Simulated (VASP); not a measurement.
Here is a VASP 6.6.1 calculation.

File POSCAR:

```
MgO
1.0
    0.0000000000      1.8841735159      1.8841735159
    1.8841735159      0.0000000000      1.8841735159
    1.8841735159      1.8841735159      0.0000000000
Mg O
1 1
Direct
    0.0000000000      0.0000000000      0.0000000000
    0.5000000000      0.5000000000      0.5000000000
```

INCAR.step1

```
ALGO = Normal
EDIFF = 1E-4
ENCUT = 520
GGA = PE
ISMEAR = 0
LASPH = True
LCHARG = False
LREAL = False
LWAVE = True
NBANDS = 11
NELM = 100
PREC = Accurate
SIGMA = 0.05
```

File INCAR.step2:

```
ALGO = Normal
EDIFF = 1E-7
ENCUT = 520
ISIF = 2
ISMEAR = 0
ISTART = 1
LASPH = True
LCHARG = True
LELF = True
LMIXTAU = True
LREAL = False
LVHAR = True
LWAVE = False
METAGGA = R2SCAN
NBANDS = 11
NELM = 100
PREC = Accurate
SIGMA = 0.05
```

The input KPOINTS:

```
k-points
0
Gamma
  10 10 10
```

Potentials or basis: VASP PAW PBE potentials, release 64 (Mg, O).

Launch:

```sh
$ cat potpaw_PBE.64/Mg/POTCAR potpaw_PBE.64/O/POTCAR > POTCAR
$ cp INCAR.step1 INCAR
$ mpirun -np 1 vasp_std > vasp.out
$ cp INCAR.step2 INCAR
$ mpirun -np 1 vasp_std > vasp.out
```

(1) What does it give for the pressure?

(2) Estimate the band gap on the k mesh.

## Answers

(1) 107.6 GPa.

(2) 9.76 eV, direct.

Caveat: the PAW data sets were made with another functional, which shifts forces and pressure a little.
